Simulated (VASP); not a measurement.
## Pt12S23 (a cell with a defect): single point with PBE+D3(BJ)

Pt12S23 (a cell with a defect):

```
Pt S
1.0
     7.16662    0.00000    4.66227
    -3.58331    6.20647    4.66227
    -3.58331   -6.20647    4.66227
Pt S
12 23
Cartesian
  -1.8001 -3.0561 4.6369
  3.6284 -0.0162 9.2991
  -3.5964 0.0017 9.3323
  -1.8069 3.0995 9.3271
  1.7960 -3.0882 9.3271
  3.5903 -6.1995 9.3237
  -0.0366 -0.0309 4.6369
  0.0080 0.0105 9.3323
  -1.7808 3.0919 4.6648
  3.5738 0.0026 4.6614
  1.7967 3.0911 4.6700
  1.7942 3.0937 9.3237
  -3.5558 2.0344 5.8545
  -0.0478 -4.1162 5.8755
  1.7481 -1.0411 5.8545
  1.8342 -1.0038 10.5378
  -3.5673 -4.0966 5.8545
  0.0053 2.0167 5.8755
  -0.0051 2.0718 10.5354
  -1.7917 5.1661 5.8732
  3.5885 2.0718 5.8732
  -1.7917 -1.0344 10.5368
  5.3750 -1.0344 5.8644
  -0.0084 -2.0527 8.1195
  -1.8015 1.0191 8.1195
  1.7924 -5.1615 8.1253
  3.6053 -2.0452 8.1352
  -3.5652 -2.0697 8.1195
  1.8129 1.0492 3.4486
  1.7682 1.0454 8.1109
  -5.3727 1.0086 8.1109
  -0.0095 4.1331 8.1253
  -1.7822 1.0036 3.4729
  3.5920 4.1317 8.1253
  -0.0314 -2.0616 3.4729
```

This cell differs from its parent crystal: atoms taken out, then relaxed in part.

```json
{
 "Program": "VASP 6.6.1",
 "Task": "single point",
 "Functional": "PBE",
 "Dispersion": "D3(BJ)",
 "Potentials or basis": "VASP PAW PBE potentials, release 64 (Pt, S)",
 "Cutoff": "520 eV",
 "k mesh": "3 × 3 × 3",
 "Occupations": "gaussian, width 0.1 eV",
 "Spin": "no spin polarisation"
}
```

```json
{
  "Pressure": "-1.6 GPa",
  "Largest force": "0.043 eV/Å",
  "Dispersion energy per atom": "-0.441 eV"
}
```

Forces on the atoms (eV/Å):
```
Pt   0.002 -0.011 -0.002
Pt  -0.010  0.003 -0.002
Pt   0.005  0.001 -0.006
Pt   0.010  0.001 -0.001
Pt  -0.004 -0.009 -0.001
Pt  -0.006 -0.002  0.002
Pt   0.008  0.007 -0.002
Pt  -0.002 -0.005 -0.006
Pt  -0.005  0.008 -0.001
Pt   0.004 -0.004  0.002
Pt  -0.003  0.004 -0.006
Pt   0.002  0.006  0.002
S    0.002  0.004 -0.036
S   -0.003 -0.001 -0.040
S    0.003 -0.004 -0.036
S    0.001  0.003 -0.040
S   -0.005  0.000 -0.036
S    0.002 -0.002 -0.040
S    0.001  0.002 -0.034
S   -0.002  0.000 -0.034
S    0.002 -0.002 -0.034
S    0.000  0.000 -0.040
S    0.000  0.000 -0.031
S   -0.002 -0.001  0.042
S    0.002 -0.001  0.042
S    0.002  0.002  0.043
S   -0.003 -0.003  0.022
S    0.000  0.002  0.042
S    0.001  0.003  0.035
S   -0.004  0.000  0.035
S    0.002 -0.003  0.035
S   -0.002  0.001  0.043
S   -0.001  0.004  0.022
S    0.001 -0.002  0.043
S    0.005 -0.001  0.022
```

Stress tensor (GPa, compression positive):
```
-2.11  0.00  0.00
 0.00 -2.11  0.00
 0.00  0.00 -0.73
```

Levels at points of the mesh, in eV from the Fermi level:
| k point | band 126 | band 127 | band 128 | band 129 | band 130 | band 131 | band 132 | band 133 |
| --- | --- | --- | --- | --- | --- | --- | --- | --- |
| (0.00, 0.00, 0.00) | -1.31 | -1.31 | -0.95 | 0.08 | 0.13 | 0.13 | 0.53 | 0.59 |

It took 20 min on 1 thread of Intel(R) Xeon(R) Platinum 8259CL CPU @ 2.50GHz (Skylake/Cascade Lake) (shared host), peak memory 0.76 GiB.

Caveat: the cell differs from its parent crystal (atoms taken out, then relaxed in part); spin-orbit coupling is left out, which moves the levels of the heavy elements.
